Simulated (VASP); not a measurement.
## Au: single point with LDA

The system is Au.

```
CELL_PARAMETERS angstrom
2.90000 0.00000 0.00000
-1.45000 2.51147 0.00000
0.00000 0.00000 4.88000
ATOMIC_POSITIONS crystal
Au 0.33333 0.66667 0.75000
Au 0.66667 0.33333 0.25000
```

| Item | Value |
| --- | --- |
| Program | VASP 6.6.1 |
| Task | single point |
| Functional | LDA |
| Potentials or basis | VASP PAW LDA potentials, release 64 (Au) |
| Cutoff | 500 eV |
| k mesh | 6 × 6 × 4 |
| Occupations | gaussian, width 0.1 eV |
| Spin | no spin polarisation |
| Dipole correction | no |
| Further INCAR settings | ALGO = Normal; EDIFF = 1e-06; NBANDS = 18 |

```json
{
 "Pressure": "-9.6 GPa",
 "Band gap on the k mesh": "zero (band 11 reaches 12.63 eV, above the bottom of band 12 at 6.01 eV)"
}
```

Stress tensor (GPa, compression positive):
```
 -7.62   0.00   0.00
  0.00  -7.62   0.00
  0.00   0.00 -13.65
```

Levels at points of the mesh, in eV from the Fermi level:
```csv
k point,band 9,band 10,band 11,band 12,band 13,band 14
"(0.00, 0.00, 0.00)",-3.47,-2.19,-2.19,-1.06,2.38,14.56
"(0.50, 0.00, 0.00)",-1.87,-1.70,0.31,1.44,5.53,6.95
"(0.00, 0.00, 0.50)",-2.63,-2.63,-2.63,-2.63,10.23,10.23
"(0.50, 0.00, 0.50)",-1.77,-1.77,0.46,0.46,3.69,3.69
```

Wall time 8.4 s on 1 thread of Intel(R) Xeon(R) 6975P-C (Granite Rapids), with other jobs on the host, peak memory 0.14 GiB.

Caveat: the k points lie up to 0.42 Å⁻¹ apart; spin-orbit coupling is left out, which moves the levels of the heavy elements.
